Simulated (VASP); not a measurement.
Set up this calculation in VASP 6.6.1, as the native input.

| Item | Value |
| --- | --- |
| Task | relaxation of cell and atoms |
| Functional | PBE |
| Potentials or basis | VASP PAW PBE potentials, release 64 (Lu) |
| Cutoff | 600 eV |
| k mesh | 16 × 16 × 14 |
| Occupations | fermi-dirac, width 0.08 eV |
| Spin | no spin polarisation |
| Target pressure | 51 GPa |
| Dipole correction | no |
| Further INCAR settings | ALGO = Normal; EDIFF = 1e-06; IBRION = 2; EDIFFG = -0.005; NSW = 60; ISIF = 3 |

The structure of Lu lies in POSCAR:

```
Lu
1.0
    2.7989239788      0.0000000000      0.0000000000
   -1.3994619894      2.4239392689      0.0000000000
    0.0000000000      0.0000000000      2.6309885400
Lu
1
Direct
    0.0000000000      0.0000000000      0.0000000000
```

This isn't the form of Lu at room conditions, which is hcp.

One way to write it, as run:

INCAR

```
PREC = Accurate
ENCUT = 600
EDIFF = 1E-6
ISMEAR = -1
SIGMA = 0.08
LREAL = F
LASPH = T
NELM = 60
ALGO = Normal
ISIF = 3
LWAVE = F
LCHARG = F
GGA = PE
IBRION = 2
NSW = 60
EDIFFG = -0.005
PSTRESS = 510.0
```

KPOINTS

```
Automatic mesh
0
Gamma
  16 16 14
```

Potentials or basis: VASP PAW PBE potentials, release 64 (Lu).

Run with:

```console
$ cat potpaw_PBE.64/Lu/POTCAR > POTCAR
$ mpirun -np 1 vasp_std > vasp.out
```

Results of the run:

| Item | Value |
| --- | --- |
| Relaxed volume | 17.83 Å³/atom |
| Relaxed cell | a = 2.784 Å, b = 2.784 Å, c = 2.656 Å, α = 90.00°, β = 90.00°, γ = 120.00° |
| Space group after relaxing (to 0.1 Å) | P6/mmm (No. 191) |
| Energy change on relaxing (the run minimises the enthalpy) | +3.6 meV/atom |
| Ionic steps | 18 |
| Pressure after relaxing | 51.0 GPa |
| Band gap on the k mesh | zero (an odd number of electrons rules out a gap without spin polarisation) |

Caveat: the cell is relaxed towards a set pressure, so the run minimises the enthalpy, not the energy; spin-orbit coupling is left out, which moves the levels of the heavy elements.

Wall time 4.3 min on 1 thread of Intel(R) Xeon(R) Platinum 8559C (Emerald Rapids), on a shared host, peak memory 0.23 GiB.
